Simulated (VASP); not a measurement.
# Si6N in VASP: single point with LDA

Aim: the single point of Si6N with LDA.

Program: VASP 6.6.1. These are calculated values, not measurements. Logs are shortened: lines on timing, memory, paths and dates and some standing lists are left out, and cuts for length are marked.

### 1 The cell of the first run

The cell holds a slab with vacuum, 7 atoms: a = 3.802 Å, b = 3.802 Å, c = 22.453 Å, α = 90.00°, β = 90.00°, γ = 120.00°.

### 2 Single point, LDA, collinear spin, ferromagnetic start

Input file INCAR:

```
PREC     = Accurate       # precision mode
ENCUT    = 520            # plane-wave cutoff, eV
EDIFF    = 1E-6           # SCF threshold, eV
ISMEAR   = 0              # smearing method
SIGMA    = 0.05           # smearing width, eV
LREAL    = False          # projectors in reciprocal space
LASPH    = True           # aspherical terms in the spheres
NELM     = 150            # most SCF steps
ALGO     = Normal         # electronic algorithm
ISIF     = 2              # what is computed and relaxed
LWAVE    = False          # write WAVECAR
LCHARG   = False          # write CHGCAR
ISPIN    = 2              # spin polarisation
MAGMOM   = 0 0 0 0 0 0 3  # initial moments
LORBIT   = 11             # projections on sites
LDIPOL   = True         
IDIPOL   = 3            
DIPOL    = 0.5 0.5 0.359
GGA      = CA             # functional
NBANDS   = 28             # bands
```

Input file KPOINTS:

```
Automatic mesh
0
Gamma
  9 9 1
```

Input file POSCAR:

```
Si6N
1.0
    3.8019755009      0.0000000000      0.0000000000
   -1.9009877505      3.2926073684      0.0000000000
    0.0000000000      0.0000000000     22.4526205295
Si N
6 1
Direct
    0.6666666667      0.3333333333      0.1781529241
    0.3333333333      0.6666666667      0.2134649663
    0.3333333333      0.6666666667      0.3182060687
    0.6666666667      0.3333333333      0.3520754813
    0.6666666667      0.3333333333      0.4580755784
    0.3333333333      0.6666666667      0.4878103433
    0.8333333333      1.0000000000      0.5037439968
```

Potentials or basis: VASP PAW LDA potentials, release 64 (Si, N).

Command:

```sh
$ cat potpaw_LDA.64/Si/POTCAR potpaw_LDA.64/N/POTCAR > POTCAR
$ mpirun -np 1 vasp_std > vasp.out
```

OUTCAR:

```text
PREC = Accurate
   ENCUT = 520
   EDIFF = 1E-6
   ISMEAR = 0
   LREAL = False
   LASPH = True
   NELM = 150
   ISIF = 2
   ISPIN = 2
   LORBIT = 11
   GGA = CA

 ion  position               nearest neighbor table
   1  0.667  0.333  0.178-   2 2.33   2 2.33   2 2.33
   2  0.333  0.667  0.213-   1 2.33   1 2.33   1 2.33   3 2.35
   3  0.333  0.667  0.318-   4 2.32   4 2.32   4 2.32   2 2.35
   4  0.667  0.333  0.352-   3 2.32   3 2.32   3 2.32   5 2.38
   5  0.667  0.333  0.458-   7 1.97   6 2.29   6 2.29   6 2.29   4 2.38
   6  0.333  0.667  0.488-   7 1.71   5 2.29   5 2.29   5 2.29   7 2.31
   7  0.833  0.000  0.504-   6 1.71   5 1.97   6 2.31

  LATTYP: Found a hexagonal cell.
 ALAT       =     3.8019755009
 C/A-ratio  =     5.9055142581

  Lattice vectors:

 A1 = (   3.8019755009,   0.0000000000,   0.0000000000)
 A2 = (  -1.9009877505,   3.2926073684,   0.0000000000)
 A3 = (   0.0000000000,   0.0000000000,  22.4526205295)

Analysis of symmetry for initial positions (statically):
=====================================================================
 Subroutine PRICEL returns:
 Original cell was already a primitive cell.

 Routine SETGRP: Setting up the symmetry group for a
 hexagonal supercell.

 Subroutine GETGRP returns: Found  1 space group operations
 (whereof  1 operations were pure point group operations)
 out of a pool of 24 trial point group operations.

The static configuration has the point symmetry C_1 .

Analysis of symmetry for dynamics (positions and initial velocities):
=====================================================================
 Subroutine PRICEL returns:
 Original cell was already a primitive cell.

 Routine SETGRP: Setting up the symmetry group for a
 hexagonal supercell.

 Subroutine GETGRP returns: Found  1 space group operations
 (whereof  1 operations were pure point group operations)
 out of a pool of 24 trial point group operations.

The dynamic configuration has the point symmetry C_1 .

Analysis of structural, dynamic, and magnetic symmetry:
=====================================================================
 Subroutine PRICEL returns:
 Original cell was already a primitive cell.

 Routine SETGRP: Setting up the symmetry group for a
 hexagonal supercell.

 Subroutine GETGRP returns: Found  1 space group operations
 (whereof  1 operations were pure point group operations)
 out of a pool of 24 trial point group operations.

The overall configuration has the point symmetry C_1 .

 Subroutine INISYM returns: Found  1 space group operations
 (whereof  1 operations are pure point group operations),
 and found     1 'primitive' translations

[... 153 lines left out ...]

  energy without entropy =      -40.61221698  energy(sigma->0) =      -40.61544060

 E-fermi :  -0.0273     XC(G=0):  -4.8869

 val. band max:       -0.0281089742   @ k =   0.0000   0.4444   0.0000
 cond. band min:      -0.0176725946   @ k =  -0.3333   0.4444   0.0000
 fundamental gap:      0.0104363796
 Fermi energy:        -0.0272835742

 spin component 1

 k-point     1 :       0.0000    0.0000    0.0000
  band No.  band energies     occupation
      1     -16.8260      1.00000
      2     -11.8190      1.00000
      3     -10.5148      1.00000
      4      -8.5465      1.00000
      5      -5.7720      1.00000
      6      -5.3701      1.00000
[... 685 lines left out ...]
     25       6.1514      0.00000
     26       6.3716      0.00000

 [... further k-points ...]

 spin component 2

 k-point     1 :       0.0000    0.0000    0.0000
  band No.  band energies     occupation
      1     -16.8214      1.00000
      2     -11.8094      1.00000
      3     -10.4971      1.00000
      4      -8.5395      1.00000
      5      -5.7642      1.00000
      6      -5.3544      1.00000
[... 685 lines left out ...]
     25       6.1643      0.00000
     26       6.3803      0.00000

 [... further k-points ...]

 [bands above 26 left out]

------------------------ aborting loop because EDIFF is reached ----------------------------------------

 vacuum level on the upper side and lower side of the slab       (xc-potential included)        -0.369        -0.003

  FORCE on cell =-STRESS in cart. coord.  units (eV):
  Direction    XX          YY          ZZ          XY          YZ          ZX
  --------------------------------------------------------------------------------------
  -------------------------------------------------------------------------------------
  Total        0.9157267      2.8338669     -0.3470733      0.9060295      0.4306879     -1.6383242
  in kB        5.2198755     16.1537638     -1.9784065      5.1645990      2.4550308     -9.3388655
  external PRESSURE =       6.4650776 kB  Pullay stress =       0.0000000 kB

 VOLUME and BASIS-vectors are now :
 -----------------------------------------------------------------------------
  energy-cutoff  :      520.00
  volume of cell :      281.07
      direct lattice vectors                 reciprocal lattice vectors
     3.801975501  0.000000000  0.000000000     0.263021158  0.151855337  0.000000000
    -1.900987750  3.292607368  0.000000000     0.000000000  0.303710673  0.000000000
     0.000000000  0.000000000 22.452620529     0.000000000  0.000000000  0.044538231

 POSITION                                       TOTAL-FORCE (eV/Angst)
 -----------------------------------------------------------------------------------
      1.90099      1.09754      4.00000         0.018270      0.078223      0.501925
     -0.00000      2.19507      4.79285        -0.005222     -0.042711     -0.602248
     -0.00000      2.19507      7.14456         0.043533     -0.019591      0.046869
      1.90099      1.09754      7.90502         0.130630     -0.095241      0.243596
      1.90099      1.09754     10.28500         0.722683      0.353840     -0.588067
     -0.00000      2.19507     10.95262         0.481694     -1.905009      0.437235
      3.16831      0.00000     11.31037        -1.391589      1.630489     -0.039311
 -----------------------------------------------------------------------------------
    total drift:                               -0.000134     -0.000009      0.000037

  FREE ENERGIE OF THE ION-ELECTRON SYSTEM (eV)
  ---------------------------------------------------
  free  energy   TOTEN  =       -40.6186642296 eV

  energy  without entropy=      -40.6122169761  energy(sigma->0) =      -40.61544060

 vacuum level on the upper side and lower side of the slab         4.472         4.842

 total charge

# of ion       s       p       d       tot
------------------------------------------
    1        0.812   0.859   0.000   1.671
    2        0.765   0.935   0.000   1.700
    3        0.774   0.933   0.000   1.707
    4        0.771   0.942   0.000   1.714
    5        0.787   0.893   0.000   1.679
    6        0.801   0.876   0.000   1.677
    7        1.313   2.294   0.000   3.608
--------------------------------------------------
tot          6.024   7.732   0.000  13.756

 magnetization (x)

# of ion       s       p       d       tot
------------------------------------------
    1        0.004   0.019   0.000   0.023
    2        0.000   0.002   0.000   0.003
    3        0.001   0.004   0.000   0.005
    4        0.000   0.002   0.000   0.002
    5        0.000   0.002   0.000   0.002
    6        0.001   0.000   0.000   0.001
    7        0.000   0.003   0.000   0.003
--------------------------------------------------
tot          0.006   0.033   0.000   0.039
```

OSZICAR:

```text
N       E                     dE             d eps       ncg     rms          rms(c)
DAV:   1     0.130401276082E+03    0.13040E+03   -0.99479E+03  4592   0.783E+02
DAV:   2    -0.237114427595E+02   -0.15411E+03   -0.14420E+03  6460   0.154E+02
DAV:   3    -0.401402815859E+02   -0.16429E+02   -0.15903E+02  5844   0.484E+01
[... 18 lines left out ...]
DAV:  22    -0.406184803216E+02   -0.25288E-03   -0.34897E-05  5788   0.139E-02    0.579E-03
DAV:  23    -0.406185835013E+02   -0.10318E-03   -0.10460E-05  5836   0.739E-03    0.471E-03
DAV:  24    -0.406186287521E+02   -0.45251E-04   -0.43951E-06  5340   0.553E-03    0.394E-03
DAV:  25    -0.406186560169E+02   -0.27265E-04   -0.25042E-06  5304   0.379E-03    0.375E-03
DAV:  26    -0.406186642816E+02   -0.82647E-05   -0.62587E-07  5164   0.191E-03    0.378E-03
DAV:  27    -0.406186642296E+02    0.51984E-07   -0.26985E-08  4400   0.677E-04
   1 F= -.40618664E+02 E0= -.40615441E+02  d E =-.644725E-02  mag=     0.0983
```

stdout:

```text
POSCAR found type information on POSCAR SiN
 POSCAR found :  2 types and       7 ions
 scaLAPACK will be used
 LDA part: xc-table for (Slater(with rela. corr.)+CA(PZ))
 , standard interpolation
 POSCAR, INCAR and KPOINTS ok, starting setup
 FFT: planning ... GRIDC
 FFT: planning ... GRID_SOFT
 FFT: planning ... GRID
 WAVECAR not read
 entering main loop
```

It took 9 min on 1 thread of Intel Xeon 6975P-C (Granite Rapids), shared host; peak memory 0.58 GiB.

What came out:

- Free energy: -40.6187 eV
- Largest force: 2.144 eV/Å
- Net moment: 0.10 μB per cell
- Site moments: Si +0.02, +0.00, +0.01 (each value once); N +0.00 μB
- Valence electrons inside the program's atomic spheres: Si 1.67, 1.70, 1.71, 1.68 (each value once); N 3.61

Forces on the atoms (eV/Å):
```
Si   0.018  0.078  0.502
Si  -0.005 -0.043 -0.602
Si   0.044 -0.020  0.047
Si   0.131 -0.095  0.244
Si   0.723  0.354 -0.588
Si   0.482 -1.905  0.437
N   -1.392  1.630 -0.039
```

Levels at points of the mesh, in eV from the Fermi level:
Spin up:
```csv
k point,band 12,band 13,band 14,band 15,band 16,band 17,band 18,band 19
"(0.00, 0.00, 0.00)",-0.44,-0.26,0.01,0.03,0.15,1.13,2.05,2.26
```
Spin down:
| k point | band 11 | band 12 | band 13 | band 14 | band 15 | band 16 | band 17 | band 18 |
| --- | --- | --- | --- | --- | --- | --- | --- | --- |
| (0.00, 0.00, 0.00) | -1.14 | -0.43 | -0.25 | 0.04 | 0.06 | 0.17 | 1.13 | 2.06 |
